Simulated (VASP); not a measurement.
The system is MgO.

```
Mg O
1.0
     0.00000    2.30616    2.30616
     2.30616    0.00000    2.30616
     2.30616    2.30616    0.00000
Mg O
1 1
Direct
  0.50000 0.50000 0.50000
  0.75000 0.75000 0.75000
```

- Program: VASP 6.6.1
- Task: relaxation of cell and atoms
- Functional: RPBE
- Dispersion: D3(BJ)
- Potentials or basis: VASP PAW PBE potentials, release 64 (Mg, O)
- Cutoff: 600 eV
- k mesh: 10 × 10 × 10
- Occupations: fermi-dirac, width 0.05 eV
- Spin: no spin polarisation

At the start: pressure -13.1 GPa; volume 12.27 Å³/atom.

Problem. Where does the relaxation end?

Solution. Over 3 steps the energy falls by 59.9 meV/atom and the volume is 10.94 Å³/atom (-10.8 %); space group F-43m (No. 216, to 0.05 Å).

Step by step:
```csv
step,energy change (eV),largest force (eV/Å),pressure (GPa),volume (Å³)
1,0.0000,0.0000,-13.11,24.53
2,-0.1073,0.0000,5.53,21.14
3,-0.1198,0.0000,0.03,21.88
```

Final structure:
```yaml
crystal:
  lattice:
    - [0.00000, 2.21995, 2.21995]
    - [2.21995, 0.00000, 2.21995]
    - [2.21995, 2.21995, 0.00000]
  atoms:
    - { symbol: Mg, position: [0.50000, 0.50000, 0.50000] }
    - { symbol: O, position: [0.75000, 0.75000, 0.75000] }
```

Caveat: the PAW data sets were made with another functional, which shifts forces and pressure a little.
